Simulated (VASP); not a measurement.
# Ir (P6_3/mmc) in VASP: further runs, part 2 of 2

VASP 6.6.1. The steps go on from the part before.

### Step 4. Single point, LDA, collinear spin (15.57 Å³/atom)

This run uses another cell than the first one, of 15.57 Å³/atom.

Contents of INCAR:

```
SYSTEM = Ir
  PREC = Accurate
  ENCUT = 520
  EDIFF = 1E-6
  ISMEAR = 0
  SIGMA = 0.15
  LREAL = .FALSE.
  LASPH = .TRUE.
  NELM = 150
  ALGO = Normal
  ISIF = 2
  LWAVE = .FALSE.
  LCHARG = .FALSE.
  ISPIN = 2
  MAGMOM = 0.1 0.1
  LORBIT = 11
  NUPDOWN = 0.2
  LMAXMIX = 4
  GGA = CA
  NBANDS = 20
```

Contents of KPOINTS:

```
Automatic mesh
0
G
  21 21 12
  0 0 0
```

Contents of POSCAR:

```
Ir
1.0
    2.8094117329      0.0000000000      0.0000000000
   -1.4047058664      2.4330219303      0.0000000000
    0.0000000000      0.0000000000      4.5551365798
Ir
2
Direct
    0.6666666667      0.3333333333      0.7500000000
    0.3333333333      0.6666666667      0.2500000000
```

On the command line:

```
$ cat potpaw_LDA.64/Ir/POTCAR > POTCAR
$ mpirun -np 1 vasp_std > vasp.out
```

It took 3.7 min on 1 thread of Intel Xeon Platinum 8488C (Sapphire Rapids), shared host; peak memory 0.37 GiB.

It converged, with:

```yaml
Free_energy: -20.1488 eV
Pressure: -32.4 GPa
Net_moment: 0.20 μB per cell
Site_moments: Ir +0.10 μB
Valence_electrons_inside_the_program's_atomic_spheres: Ir 8.12
```

Stress tensor (GPa, compression positive):
```
-32.21   0.00   0.00
  0.00 -32.21   0.00
  0.00   0.00 -32.84
```

Caveat: the cell stands under tension; spin-orbit coupling is left out, which moves the levels of the heavy elements; the total moment is fixed, so each spin has its own Fermi level and the state may be an excited one.

### Step 5. Single point, LDA, collinear spin (12.23 Å³/atom)

This run uses another cell than the first one, of 12.23 Å³/atom.

Contents of INCAR:

```
PREC = Accurate
ENCUT = 520
EDIFF = 1E-6
ISMEAR = 0
SIGMA = 0.15
LREAL = F
LASPH = T
NELM = 150
ALGO = Normal
ISIF = 2
LWAVE = F
LCHARG = F
ISPIN = 2
MAGMOM = 0.5 0.5
LORBIT = 11
NUPDOWN = 1.0
LMAXMIX = 4
GGA = CA
NBANDS = 20
```

Contents of KPOINTS:

```
Automatic mesh
0
Gamma
  21 21 12
```

Contents of POSCAR:

```
Ir
1.0
    2.5924095241      0.0000000000      0.0000000000
   -1.2962047621      2.2450925049      0.0000000000
    0.0000000000      0.0000000000      4.2032925665
Ir
2
Direct
    0.6666666667      0.3333333333      0.7500000000
    0.3333333333      0.6666666667      0.2500000000
```

Potentials or basis: VASP PAW LDA potentials, release 64 (Ir).

On the command line:

```
$ cat potpaw_LDA.64/Ir/POTCAR > POTCAR
$ mpirun -np 1 vasp_std > vasp.out
```

OUTCAR:

```text
PREC = Accurate
   ENCUT = 520
   EDIFF = 1E-6
   ISMEAR = 0
   LREAL = F
   LASPH = T
   NELM = 150
   ISIF = 2
   ISPIN = 2
   LORBIT = 11
   NUPDOWN = 1.0
   GGA = CA

 ion  position               nearest neighbor table
   1  0.667  0.333  0.750-   2 2.58   2 2.58   2 2.58   2 2.58   2 2.58   2 2.58
   2  0.333  0.667  0.250-   1 2.58   1 2.58   1 2.58   1 2.58   1 2.58   1 2.58

  LATTYP: Found a hexagonal cell.
 ALAT       =     2.5924095241
 C/A-ratio  =     1.6213844794

  Lattice vectors:

 A1 = (   2.5924095241,   0.0000000000,   0.0000000000)
 A2 = (  -1.2962047621,   2.2450925049,   0.0000000000)
 A3 = (   0.0000000000,   0.0000000000,   4.2032925665)

Analysis of symmetry for initial positions (statically):
=====================================================================
 Subroutine PRICEL returns:
 Original cell was already a primitive cell.

 Routine SETGRP: Setting up the symmetry group for a
 hexagonal supercell.

 Subroutine GETGRP returns: Found 24 space group operations
 (whereof 12 operations were pure point group operations)
 out of a pool of 24 trial point group operations.

The static configuration has the point symmetry D_3d.
 The point group associated with its full space group is D_6h.

Analysis of symmetry for dynamics (positions and initial velocities):
=====================================================================
 Subroutine PRICEL returns:
 Original cell was already a primitive cell.

 Routine SETGRP: Setting up the symmetry group for a
 hexagonal supercell.

 Subroutine GETGRP returns: Found 24 space group operations
 (whereof 12 operations were pure point group operations)
 out of a pool of 24 trial point group operations.

The dynamic configuration has the point symmetry D_3d.
 The point group associated with its full space group is D_6h.

Analysis of structural, dynamic, and magnetic symmetry:
[... 151 lines left out ...]
 number of electron      18.0000001 magnetization       1.0000000

 Free energy of the ion-electron system (eV)
  ---------------------------------------------------
  ext. energy  EPLUGINS =         0.00000000
  ---------------------------------------------------
  free energy    TOTEN  =       -19.57756072 eV

  energy without entropy =      -19.55617160  energy(sigma->0) =      -19.56686616

 E-fermi :  12.7696     XC(G=0): -14.9878

 val. band max:       13.5809088538   @ k =   0.2381   0.1905   0.0833
 cond. band min:      12.7731457835   @ k =   0.2381   0.1429   0.2500
 fundamental gap:     -0.8077630703
 Fermi energy:        13.5811058584

 spin component 1

 k-point     1 :       0.0000    0.0000    0.0000
  band No.  band energies     occupation
      1       0.2624      1.00000
      2       3.1931      1.00000
      3       8.1203      1.00000
      4       8.2253      1.00000
      5       8.2253      1.00000
      6       9.0713      1.00000
[... 541 lines left out ...]
     19      35.3045      0.00000
     20      38.4709      0.00000

 [... further k-points ...]

 spin component 2

 k-point     1 :       0.0000    0.0000    0.0000
  band No.  band energies     occupation
      1       0.4091      1.00000
      2       3.4050      1.00000
      3       8.3989      1.00000
      4       8.4934      1.00000
      5       8.4934      1.00000
      6       9.3467      1.00000
[... 541 lines left out ...]
     19      35.4686      0.00000
     20      38.6597      0.00000

 [... further k-points ...]

------------------------ aborting loop because EDIFF is reached ----------------------------------------

  FORCE on cell =-STRESS in cart. coord.  units (eV):
  Direction    XX          YY          ZZ          XY          YZ          ZX
  --------------------------------------------------------------------------------------
  -------------------------------------------------------------------------------------
  Total       11.9378591     11.9378591     12.0663309     -0.0000000     -0.0000000      0.0000000
  in kB      781.8250150    781.8250150    790.2387912     -0.0000000     -0.0000000      0.0000000
  external PRESSURE =     784.6296071 kB  Pullay stress =       0.0000000 kB

 VOLUME and BASIS-vectors are now :
 -----------------------------------------------------------------------------
  energy-cutoff  :      520.00
  volume of cell :       24.46
      direct lattice vectors                 reciprocal lattice vectors
     2.592409524  0.000000000  0.000000000     0.385741524  0.222707973  0.000000000
    -1.296204762  2.245092505  0.000000000     0.000000000  0.445415945  0.000000000
     0.000000000  0.000000000  4.203292567     0.000000000  0.000000000  0.237908731

 POSITION                                       TOTAL-FORCE (eV/Angst)
 -----------------------------------------------------------------------------------
      1.29620      0.74836      3.15247        -0.000000      0.000000      0.000000
     -0.00000      1.49673      1.05082         0.000000     -0.000000      0.000000
 -----------------------------------------------------------------------------------
    total drift:                                0.000000     -0.000000     -0.000000

  FREE ENERGIE OF THE ION-ELECTRON SYSTEM (eV)
  ---------------------------------------------------
  free  energy   TOTEN  =       -19.5775607186 eV

  energy  without entropy=      -19.5561716041  energy(sigma->0) =      -19.56686616

 total charge

# of ion       s       p       d       tot
------------------------------------------
    1        0.768   0.959   7.282   9.008
    2        0.768   0.959   7.282   9.008
--------------------------------------------------
tot          1.535   1.917  14.564  18.016

 magnetization (x)

# of ion       s       p       d       tot
------------------------------------------
    1        0.004   0.012   0.468   0.484
    2        0.004   0.012   0.468   0.484
--------------------------------------------------
tot          0.008   0.024   0.936   0.968
```

OSZICAR:

```text
N       E                     dE             d eps       ncg     rms          rms(c)
DAV:   1     0.156993800175E+03    0.15699E+03   -0.78708E+03 26928   0.905E+02
DAV:   2    -0.162329523705E+02   -0.17323E+03   -0.15474E+03 27432   0.276E+02
DAV:   3    -0.205544941713E+02   -0.43215E+01   -0.42660E+01 32056   0.527E+01
DAV:   4    -0.206117166806E+02   -0.57223E-01   -0.57190E-01 31960   0.503E+00
DAV:   5    -0.206133155623E+02   -0.15989E-02   -0.15988E-02 33404   0.870E-01    0.350E+01
DAV:   6    -0.198215199680E+02    0.79180E+00   -0.50843E-01 35556   0.898E+00    0.164E+01
DAV:   7    -0.195937261730E+02    0.22779E+00   -0.20810E-01 36872   0.538E+00    0.548E+00
DAV:   8    -0.195839593507E+02    0.97668E-02   -0.60732E-03 32240   0.560E-01    0.128E+00
DAV:   9    -0.195774988457E+02    0.64605E-02   -0.62511E-03 31852   0.901E-01    0.378E-01
DAV:  10    -0.195775527396E+02   -0.53894E-04   -0.14546E-04 35836   0.112E-01    0.680E-02
DAV:  11    -0.195775601340E+02   -0.73944E-05   -0.96812E-06 32712   0.324E-02    0.394E-02
DAV:  12    -0.195775607186E+02   -0.58459E-06   -0.68024E-07 20780   0.658E-03
   1 F= -.19577561E+02 E0= -.19566866E+02  d E =-.213891E-01  mag=     1.0000
```

It took 98 s on 1 thread of Intel Xeon 6975P-C (Granite Rapids), shared host; peak memory 0.31 GiB.

What came out:

```
Free energy                                           : -19.5776 eV
Pressure                                              : 78.5 GPa
Net moment                                            : 1.00 μB per cell
Site moments                                          : Ir +0.48 μB
Valence electrons inside the program's atomic spheres : Ir 9.01
```

Caveat: the cell stands under pressure; spin-orbit coupling is left out, which moves the levels of the heavy elements; the total moment is fixed, so each spin has its own Fermi level and the state may be an excited one.

### Step 6. Single point, LDA, collinear spin (12.23 Å³/atom)

This run uses another cell than the first one, of 12.23 Å³/atom.

Contents of INCAR:

```
PREC = Accurate ; ENCUT = 520
EDIFF = 1E-6 ; ISMEAR = 0
SIGMA = 0.15 ; LREAL = F
LASPH = T ; NELM = 150
ALGO = Fast ; ISIF = 2
LWAVE = F ; LCHARG = F
ISPIN = 2 ; MAGMOM = 0.7 0.7
LORBIT = 11 ; NUPDOWN = 1.4
LMAXMIX = 4 ; GGA = CA
NBANDS = 20
```

KPOINTS is that of step 5.

POSCAR is that of step 5.

Potentials or basis: VASP PAW LDA potentials, release 64 (Ir).

On the command line:

```
$ cat potpaw_LDA.64/Ir/POTCAR > POTCAR
$ mpirun -np 1 vasp_std > vasp.out
```

OUTCAR:

```text
PREC = Accurate
   ENCUT = 520
   EDIFF = 1E-6
   ISMEAR = 0
   LREAL = F
   LASPH = T
   NELM = 150
   ISIF = 2
   ISPIN = 2
   LORBIT = 11
   NUPDOWN = 1.4
   GGA = CA

 ion  position               nearest neighbor table
   1  0.667  0.333  0.750-   2 2.58   2 2.58   2 2.58   2 2.58   2 2.58   2 2.58
   2  0.333  0.667  0.250-   1 2.58   1 2.58   1 2.58   1 2.58   1 2.58   1 2.58

  LATTYP: Found a hexagonal cell.
 ALAT       =     2.5924095241
 C/A-ratio  =     1.6213844794

  Lattice vectors:
[... 1324 lines left out ...]
  in kB      809.5246908    809.5246908    818.2741170     -0.0000000      0.0000000      0.0000000
  external PRESSURE =     812.4411662 kB  Pullay stress =       0.0000000 kB

 VOLUME and BASIS-vectors are now :
 -----------------------------------------------------------------------------
  energy-cutoff  :      520.00
  volume of cell :       24.46
      direct lattice vectors                 reciprocal lattice vectors
     2.592409524  0.000000000  0.000000000     0.385741524  0.222707973  0.000000000
    -1.296204762  2.245092505  0.000000000     0.000000000  0.445415945  0.000000000
     0.000000000  0.000000000  4.203292567     0.000000000  0.000000000  0.237908731

 POSITION                                       TOTAL-FORCE (eV/Angst)
 -----------------------------------------------------------------------------------
      1.29620      0.74836      3.15247        -0.000000      0.000000      0.000000
     -0.00000      1.49673      1.05082         0.000000     -0.000000      0.000000
 -----------------------------------------------------------------------------------
    total drift:                                0.000000     -0.000000     -0.000000

  FREE ENERGIE OF THE ION-ELECTRON SYSTEM (eV)
  ---------------------------------------------------
  free  energy   TOTEN  =       -19.3812471058 eV

  energy  without entropy=      -19.3607667619  energy(sigma->0) =      -19.37100693

 total charge

# of ion       s       p       d       tot
------------------------------------------
    1        0.768   0.957   7.285   9.010
    2        0.768   0.957   7.285   9.010
--------------------------------------------------
tot          1.536   1.914  14.570  18.020

 magnetization (x)

# of ion       s       p       d       tot
------------------------------------------
    1        0.006   0.017   0.655   0.678
    2        0.006   0.017   0.655   0.678
--------------------------------------------------
tot          0.011   0.035   1.311   1.357
```

stdout:

```text
POSCAR found type information on POSCAR Ir
 POSCAR found :  1 types and       2 ions
 scaLAPACK will be used
 LDA part: xc-table for (Slater(with rela. corr.)+CA(PZ))
 , standard interpolation
 POSCAR, INCAR and KPOINTS ok, starting setup
 FFT: planning ... GRIDC
 FFT: planning ... GRID_SOFT
 FFT: planning ... GRID
 WAVECAR not read
 entering main loop
```

Wall time 2 min (1 thread of Intel Xeon 6975P-C (Granite Rapids), shared host); peak memory 0.31 GiB.

What came out:

```
Free energy  : -19.3812 eV
Pressure     : 81.2 GPa
Net moment   : 1.40 μB per cell
Site moments : Ir +0.68 μB
```

Caveat: the cell stands under pressure; spin-orbit coupling is left out, which moves the levels of the heavy elements; the total moment is fixed, so each spin has its own Fermi level and the state may be an excited one.

### Step 7. The runs side by side

| fixed moment (μB) | cell | pressure (GPa) | moment (μB) |
| --- | --- | --- | --- |
| 0.8 | a = 2.758, b = 2.758, c = 4.472 Å, angles 90.0, 90.0, 120.0°, 2 atoms | -16.9 | 0.80 |
| 1.0 | a = 2.809, b = 2.809, c = 4.555 Å, angles 90.0, 90.0, 120.0°, 2 atoms | -30.8 | 1.00 |
| 0.2 | a = 2.809, b = 2.809, c = 4.555 Å, angles 90.0, 90.0, 120.0°, 2 atoms | -32.4 | 0.20 |
| 1.0 | a = 2.592, b = 2.592, c = 4.203 Å, angles 90.0, 90.0, 120.0°, 2 atoms | 78.5 | 1.00 |
| 1.4 | a = 2.592, b = 2.592, c = 4.203 Å, angles 90.0, 90.0, 120.0°, 2 atoms | 81.2 | 1.40 |

Alike in all rows: task single point; level LDA; potentials or basis VASP PAW LDA potentials, release 64 (Ir); spin collinear; k mesh 21 × 21 × 12; cutoff (eV) 520; smearing gaussian 0.15 eV.

Caveats: spin-orbit coupling is left out, which moves the levels of the heavy elements; the total moment is fixed, so each spin has its own Fermi level and the state may be an excited one; the cell stands under tension (at least some runs); the cell stands under pressure (at least some runs).

Total energies depend on the potentials used, so only differences within one code and one set of settings carry meaning.
